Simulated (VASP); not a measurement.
Here is a VASP 6.6.1 calculation.

Contents of INCAR:

```
SYSTEM = Si
  PREC = Accurate
  ENCUT = 520
  EDIFF = 1E-6
  ISMEAR = 0
  SIGMA = 0.02
  LREAL = Auto
  LASPH = .True.
  NELM = 100
  ALGO = Normal
  ISIF = 2
  LWAVE = .False.
  LCHARG = .False.
  GGA = CA
  NBANDS = 86
```

File KPOINTS:

```
Automatic mesh
0
Gamma
  3 3 3
  0 0 0
```

Contents of POSCAR:

```
Si
1.0
   -5.4019422760     -5.4019422760      5.4019422760
    5.4019422760     -5.4019422760     -5.4019422760
    5.4019422760      5.4019422760      5.4019422760
Si
32
Direct
    0.2500000000      0.7500000000      0.7500000000
    0.0000000000      0.7500000000      0.0000000000
    0.5000000000      0.5000000000      0.7500000000
    0.2500000000      0.5000000000      0.0000000000
    0.0000000000      0.5000000000      0.2500000000
    0.7500000000      0.7500000000      0.2500000000
    0.5000000000      0.7500000000      0.5000000000
    0.0000000000      0.0000000000      0.7500000000
    0.7500000000      0.2500000000      0.7500000000
    0.5000000000      0.2500000000      0.0000000000
    0.2500000000      0.2500000000      0.2500000000
    0.0000000000      0.2500000000      0.5000000000
    0.7500000000      0.5000000000      0.5000000000
    0.7500000000      0.0000000000      0.0000000000
    0.5000000000      0.0000000000      0.2500000000
    0.2500000000      0.0000000000      0.5000000000
    0.2500000000      0.7500000000      0.5000000000
    0.0000000000      0.7500000000      0.7500000000
    0.5000000000      0.5000000000      0.5000000000
    0.2500000000      0.5000000000      0.7500000000
    0.0000000000      0.5000000000      0.0000000000
    0.7500000000      0.7500000000      0.0000000000
    0.5000000000      0.7500000000      0.2500000000
    0.0000000000      0.0000000000      0.5000000000
    0.7500000000      0.2500000000      0.5000000000
    0.5000000000      0.2500000000      0.7500000000
    0.2500000000      0.2500000000      0.0000000000
    0.0000000000      0.2500000000      0.2500000000
    0.7500000000      0.5000000000      0.2500000000
    0.7500000000      0.0000000000      0.7500000000
    0.5000000000      0.0000000000      0.0000000000
    0.2500000000      0.0000000000      0.2500000000
```

Potentials or basis: VASP PAW LDA potentials, release 64 (Si).

Command:

```bash
$ cat potpaw_LDA.64/Si/POTCAR > POTCAR
$ mpirun -np 1 vasp_std > vasp.out
```

(1) Predict the pressure.

(2) Estimate the band gap on the k mesh.

## Answers

(1) 0.1 GPa.

(2) 0.57 eV.
